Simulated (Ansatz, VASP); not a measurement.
## Two plane-wave programs on CoSn3

```
CELL_PARAMETERS angstrom
4.37218 0.00000 0.00000
0.00000 4.37218 0.00000
0.00000 0.00000 4.37218
ATOMIC_POSITIONS crystal
Sn 0.00000 0.50000 0.50000
Sn 0.50000 0.00000 0.50000
Sn 0.50000 0.50000 0.00000
Co 0.00000 0.00000 0.00000
```

Alike in both runs: functional PBEsol; k mesh 10 × 10 × 10; occupations gaussian, width 0.1 eV; no spin polarisation.

Ansatz relaxed the structure, and its values are those at the end. VASP's run is a single point on that final structure, the one shown.

|  | VASP | Ansatz |
| --- | --- | --- |
| version | VASP 6.6.1 | Ansatz 0.2.0 |
| potentials or method | VASP PAW PBE potentials, release 64 (Sn_d, Co), cutoff 520 eV | scalar-relativistic, plane waves, PAW |
| valence electrons in the cell | 51 | 59 |

```csv
,VASP,Ansatz,Ansatz less VASP
gap on the k mesh at the Fermi level (eV),none,none,-
pressure (GPa),-0.1,0.0,+0.02
```

VASP's potentials were made for PBE, not for PBEsol. A gap of «none» marks a metal or a gap that the smearing closes. VASP's potentials hold 51 valence electrons a cell and Ansatz's 59, so a difference there can come from the potentials and not from the codes.
